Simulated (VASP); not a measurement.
# HgTe (Cmcm) in VASP: single point with PBEsol

Aim: the single point of HgTe with PBEsol.

All numbers are computed with VASP 6.6.1; they aren't measurements. Logs are shortened: lines on timing, memory, paths and dates and some standing lists are left out, and cuts for length are marked.

### 1 The cell of the first run

Symmetry: Cmcm, No. 63, orthorhombic system. The conventional cell has a = 5.985 Å, b = 6.934 Å, c = 5.798 Å, α = 90.00°, β = 90.00°, γ = 90.00°. Within 4.0 Å of Hg (site symmetry m2m) lie 6 Te at 3.02 to 3.87 Å and 2 Hg at 3.63 Å. Within 4.0 Å of Te (site symmetry m2m) lie 6 Hg at 3.02 to 3.87 Å.

### 2 Single point, PBEsol

Input file INCAR:

```
PREC = Accurate ; ENCUT = 520
EDIFF = 1E-6 ; ISMEAR = 1
SIGMA = 0.0145 ; LREAL = F
LASPH = T ; NELM = 80
ALGO = Normal ; ISIF = 2
LWAVE = F ; LCHARG = T
GGA = PS ; LELF = T
LVHAR = T ; NBANDS = 26
```

Input file KPOINTS:

```
regular mesh
0
Gamma
  4 4 4
```

Input file POSCAR:

```
HgTe
1.0
    4.5798210000      0.0000000000      0.0000000000
   -0.6691163603      4.5306780606      0.0000000000
    0.0000000000      0.0000000000      5.7981570000
Hg Te
2 2
Direct
    0.3430500000      0.6569500000      0.7500000000
    0.6569500000      0.3430500000      0.2500000000
    0.7848090000      0.2151910000      0.7500000000
    0.2151910000      0.7848090000      0.2500000000
```

Potentials or basis: VASP PAW PBE potentials, release 64 (Hg, Te).

Command:

```
$ cat potpaw_PBE.64/Hg/POTCAR potpaw_PBE.64/Te/POTCAR > POTCAR
$ mpirun -np 1 vasp_std > vasp.out
```

OUTCAR:

```text
PREC = Accurate
   ENCUT = 520
   EDIFF = 1E-6
   ISMEAR = 1
   LREAL = F
   LASPH = T
   NELM = 80
   ISIF = 2
   GGA = PS

 ion  position               nearest neighbor table
   1  0.343  0.657  0.750-   3 3.02   3 3.02   4 3.03   4 3.03   3 3.06   2 3.63   2 3.63
   2  0.657  0.343  0.250-   4 3.02   4 3.02   3 3.03   3 3.03   4 3.06   1 3.63   1 3.63
   3  0.785  0.215  0.750-   1 3.02   1 3.02   2 3.03   2 3.03   1 3.06
   4  0.215  0.785  0.250-   2 3.02   2 3.02   1 3.03   1 3.03   2 3.06

  LATTYP: Found a base centered orthorhombic cell.
 ALAT       =     5.9850358786
 B/A-ratio  =     1.1585324073
 C/A-ratio  =     0.9687756461

  Lattice vectors:

 A1 = (   4.5798210000,   0.0000000000,   0.0000000000)
 A2 = (  -0.6691163603,   4.5306780606,   0.0000000000)
 A3 = (   0.0000000000,   0.0000000000,   5.7981570000)

Analysis of symmetry for initial positions (statically):
=====================================================================
 Subroutine PRICEL returns:
 Original cell was already a primitive cell.

 Routine SETGRP: Setting up the symmetry group for a
 base centered orthorhombic supercell.

 Subroutine GETGRP returns: Found  8 space group operations
 (whereof  4 operations were pure point group operations)
 out of a pool of  8 trial point group operations.

The static configuration has the point symmetry C_2h.
 The point group associated with its full space group is D_2h.

Analysis of symmetry for dynamics (positions and initial velocities):
=====================================================================
 Subroutine PRICEL returns:
 Original cell was already a primitive cell.

 Routine SETGRP: Setting up the symmetry group for a
 base centered orthorhombic supercell.

 Subroutine GETGRP returns: Found  8 space group operations
 (whereof  4 operations were pure point group operations)
 out of a pool of  8 trial point group operations.

The dynamic configuration has the point symmetry C_2h.
 The point group associated with its full space group is D_2h.

 Subroutine INISYM returns: Found  8 space group operations
 (whereof  4 operations are pure point group operations),
 and found     1 'primitive' translations

----------------------------------------------------------------------------------------

                                     Primitive cell

  volume of cell :     120.3100

  direct lattice vectors                    reciprocal lattice vectors
     4.579821000  0.000000000  0.000000000     0.218349145  0.032247046  0.000000000
    -0.669116360  4.530678061  0.000000000     0.000000000  0.220717514  0.000000000
     0.000000000  0.000000000  5.798157000     0.000000000  0.000000000  0.172468596

  length of vectors
     4.579821000  4.579821000  5.798157000     0.220717514  0.220717514  0.172468596

  position of ions in fractional coordinates (direct lattice)
     0.343050000  0.656950000  0.750000000
     0.656950000  0.343050000  0.250000000
     0.784809000  0.215191000  0.750000000
     0.215191000  0.784809000  0.250000000

  ion indices of the primitive-cell ions
   primitive index   ion index
                 1           1
                 2           2
                 3           3
                 4           4

----------------------------------------------------------------------------------------

 KPOINTS: regular mesh

Automatic generation of k-mesh.
 Grid dimensions read from file:
 generate k-points for:    4    4    4

 Generating k-lattice:

  Cartesian coordinates                     Fractional coordinates (reciprocal lattice)
     0.054587286  0.008061762  0.000000000     0.250000000 -0.000000000  0.000000000
     0.000000000  0.055179379  0.000000000     0.000000000  0.250000000  0.000000000
     0.000000000  0.000000000  0.043117149     0.000000000  0.000000000  0.250000000

  Length of vectors
     0.055179379  0.055179379  0.043117149

  Shift w.r.t. Gamma in fractional coordinates (k-lattice)
     0.000000000  0.000000000  0.000000000

 Subroutine IBZKPT returns following result:
 ===========================================

 Found     21 irreducible k-points:

 Following reciprocal coordinates:
            Coordinates               Weight
  0.000000  0.000000  0.000000      1.000000
  0.250000 -0.000000  0.000000      4.000000
  0.500000 -0.000000  0.000000      2.000000
  0.250000  0.250000  0.000000      2.000000
  0.500000  0.250000  0.000000      4.000000
 -0.250000  0.250000  0.000000      2.000000
[... 13 lines left out ...]
 -0.250000  0.250000  0.500000      2.000000
  0.500000  0.500000  0.500000      1.000000
   k-points           NKPTS =     21   k-points in BZ     NKDIM =     21   number of bands    NBANDS=     26
   number of dos      NEDOS =    301   number of ions     NIONS =      4
   total plane-waves  NPLWV =  62208
   dimension x,y,z NGX =    36 NGY =   36 NGZ =   48
   dimension x,y,z NGXF=    72 NGYF=   72 NGZF=   96
   ions per type =               2   2
   NGX,Y,Z   is equivalent  to a cutoff of  13.07, 13.07, 13.76 a.u.
   NGXF,Y,Z  is equivalent  to a cutoff of  26.14, 26.14, 27.53 a.u.
 SYSTEM =  unknown system
   PREC   = accura    normal or accurate (medium, high low for compatibility)
   ISTART =      0    job   : 0-new  1-cont  2-samecut
   ICHARG =      2    charge: 1-file 2-atom 10-const
   ISPIN  =      1    spin polarized calculation?
   LNONCOLLINEAR =      F non collinear calculations
   LSORBIT =      F    spin-orbit coupling
   LASPH  =      T    aspherical Exc in radial PAW
   ENCUT  =  520.0 eV  38.22 Ry    6.18 a.u.   8.52  8.52 10.78*2*pi/ulx,y,z
   NELM   =     80;   NELMIN=  2; NELMDL= -5     # of ELM steps
   EDIFF  = 0.1E-05   stopping-criterion for ELM
   LREAL  =      F    real-space projection
   EDIFFG = 0.1E-04   stopping-criterion for IOM
   NSW    =      0    number of steps for IOM
   IBRION =     -1    ionic relax: 0-MD 1-quasi-New 2-CG
   NFREE  =      0    steps in history (QN), initial steepest desc. (CG)
   ISIF   =      2    stress and relaxation
   ISYM   =      2    0-nonsym 1-usesym 2-fastsym
   POTIM  = 0.5000    time-step for ionic-motion
   TEBEG  =    0.0;   TEEND  =   0.0 temperature during run
   PSTRESS=    0.0 pullay stress
   NELECT =      36.0000    total number of electrons
   NUPDOWN=      -1.0000    fix difference up-down
   EMIN   =  10.00;   EMAX   =-10.00  energy-range for DOS
   EFERMI =   0.00;   METHOD = LEGACY
   ISMEAR =     1;   SIGMA  =   0.01  broadening in eV -4-tet -1-fermi 0-gaus
   EFERMI_NEDOS =   21; number of points for ismear=-14 and -15
   IALGO  =     38    algorithm
   IMIX   =      4    mixing-type and parameters
     AMIX     =   0.40;   BMIX     =  1.00
     AMIX_MAG =   1.60;   BMIX_MAG =  1.00
  volume/ion in A,a.u.               =      30.08       202.97
  Fermi-wavevector in a.u.,A,eV,Ry     =   1.094986  2.069223 16.313299  1.198994
  Thomas-Fermi vector in A             =   2.231301
   LORBIT       =      0    0 simple, 1 ext, 2 COOP (PROOUT), +10 PAW based schemes
   GGA     = PS    functional components
   LHFCALC =     F    Hartree Fock is set to
   AEXX    =    0.0000 exact exchange contribution
   IVDW    =     0    specifies the selected vdW correction
   LEPSILON=     F    determine dielectric tensor
   LRPA    =     F    only Hartree local field effects (RPA)
 non-spin polarized calculation
 Methfessel and Paxton  Order N= 1 SIGMA  =   0.01
  energy-cutoff  :      520.00
  volume of cell :      120.31
 maximum number of plane-waves:      3256
 NGX is ok and might be reduce to    36
   NGX = 17   NGY = 17   NGZ = 21

 number of electron      36.0000001 magnetization

 Free energy of the ion-electron system (eV)
  ---------------------------------------------------
  ext. energy  EPLUGINS =         0.00000000
  ---------------------------------------------------
  free energy    TOTEN  =        -8.18521780 eV

  energy without entropy =       -8.18532304  energy(sigma->0) =       -8.18525288

 E-fermi :   3.6686     XC(G=0):  -9.7484

 val. band max:        3.6563749930   @ k =   0.2500  -0.0000   0.2500
 cond. band min:       3.7582160696   @ k =   0.5000   0.2500   0.0000
 fundamental gap:      0.1018410766
 Fermi energy:         3.6685810496

 k-point     1 :       0.0000    0.0000    0.0000
  band No.  band energies     occupation
      1      -8.1150      2.00000
      2      -7.0034      2.00000
      3      -3.0841      2.00000
      4      -2.9929      2.00000
      5      -2.9656      2.00000
      6      -2.9152      2.00000
[... 18 lines left out ...]
     25      10.6290      0.00000
     26      10.9514      0.00000

 k-point     2 :       0.2500   -0.0000    0.0000
  band No.  band energies     occupation
      1      -7.8369      2.00000
      2      -6.9844      2.00000
      3      -3.1898      2.00000
      4      -3.0788      2.00000
      5      -3.0131      2.00000
      6      -2.9144      2.00000
[... 18 lines left out ...]
     25      10.5064      0.00000
     26      10.6817      0.00000

 k-point     3 :       0.5000   -0.0000    0.0000
  band No.  band energies     occupation
      1      -7.2897      2.00000
      2      -7.2137      2.00000
      3      -3.2695      2.00000
      4      -3.1529      2.00000
      5      -3.0610      2.00000
      6      -3.0392      2.00000
[... 18 lines left out ...]
     25       9.2026      0.00000
     26      10.2459      0.00000

 k-point     4 :       0.2500    0.2500    0.0000
  band No.  band energies     occupation
      1      -7.5154      2.00000
      2      -7.0246      2.00000
      3      -3.2440      2.00000
      4      -3.1621      2.00000
      5      -3.0733      2.00000
      6      -2.8678      2.00000
[... 18 lines left out ...]
     25       9.8475      0.00000
     26      11.2391      0.00000
[... 409 lines left out ...]
      1      -7.0856      2.00000
      2      -7.0856      2.00000
      3      -3.2339      2.00000
      4      -3.2339      2.00000
      5      -3.0298      2.00000
      6      -3.0298      2.00000
[... 18 lines left out ...]
     25      10.6422      0.00000
     26      10.6422      0.00000

 k-point    20 :      -0.2500    0.2500    0.5000
  band No.  band energies     occupation
      1      -7.2686      2.00000
      2      -7.2686      2.00000
      3      -3.2108      2.00000
      4      -3.2108      2.00000
      5      -2.9608      2.00000
      6      -2.9608      2.00000
[... 18 lines left out ...]
     25       9.9457      0.00000
     26       9.9457      0.00000

 k-point    21 :       0.5000    0.5000    0.5000
  band No.  band energies     occupation
      1      -7.0982      2.00000
      2      -7.0982      2.00000
      3      -3.2149      2.00000
      4      -3.2149      2.00000
      5      -2.8863      2.00000
      6      -2.8863      2.00000
[... 18 lines left out ...]
     25      10.8787      0.00000
     26      10.8787      0.00000

------------------------ aborting loop because EDIFF is reached ----------------------------------------

  FORCE on cell =-STRESS in cart. coord.  units (eV):
  Direction    XX          YY          ZZ          XY          YZ          ZX
  --------------------------------------------------------------------------------------
  -------------------------------------------------------------------------------------
  Total       -2.0020603     -2.0867843     -2.8032332     -0.2868390      0.0000000      0.0000000
  in kB      -26.6615905    -27.7898671    -37.3308723     -3.8198574      0.0000000      0.0000000
  external PRESSURE =     -30.5941100 kB  Pullay stress =       0.0000000 kB

 VOLUME and BASIS-vectors are now :
 -----------------------------------------------------------------------------
  energy-cutoff  :      520.00
  volume of cell :      120.31
      direct lattice vectors                 reciprocal lattice vectors
     4.579821000  0.000000000  0.000000000     0.218349145  0.032247046  0.000000000
    -0.669116360  4.530678061  0.000000000     0.000000000  0.220717514  0.000000000
     0.000000000  0.000000000  5.798157000     0.000000000  0.000000000  0.172468596

 POSITION                                       TOTAL-FORCE (eV/Angst)
 -----------------------------------------------------------------------------------
      1.13153      2.97643      4.34862         0.021864     -0.018872     -0.000000
      2.77917      1.55425      1.44954        -0.021864      0.018872     -0.000000
      3.45030      0.97496      4.34862        -0.103500      0.089337      0.000000
      0.46041      3.55572      1.44954         0.103500     -0.089337     -0.000000
 -----------------------------------------------------------------------------------
    total drift:                               -0.000000     -0.000000     -0.000000

  FREE ENERGIE OF THE ION-ELECTRON SYSTEM (eV)
  ---------------------------------------------------
  free  energy   TOTEN  =        -8.1852177959 eV

  energy  without entropy=       -8.1853230354  energy(sigma->0) =       -8.18525288
```

Run time: 40 s. Hardware: 1 thread of AMD EPYC 9R14 (Zen 4), shared host; peak memory 0.23 GiB.

What came out:

| Property | Result |
| --- | --- |
| Free energy | -8.1852 eV |
| Pressure | -3.1 GPa |
| Largest force | 0.137 eV/Å |
| Band gap on the k mesh | zero (band 18 reaches 4.08 eV, above the bottom of band 19 at 2.01 eV) |

Forces on the atoms (eV/Å):
```
Hg   0.022 -0.019  0.000
Hg  -0.022  0.019  0.000
Te  -0.103  0.089  0.000
Te   0.103 -0.089  0.000
```

Stress tensor (GPa, compression positive):
```
-2.67 -0.38  0.00
-0.38 -2.78  0.00
 0.00  0.00 -3.73
```

Caveat: the PAW data sets were made with another functional, which shifts forces and pressure a little; spin-orbit coupling is left out, which moves the levels of the heavy elements.
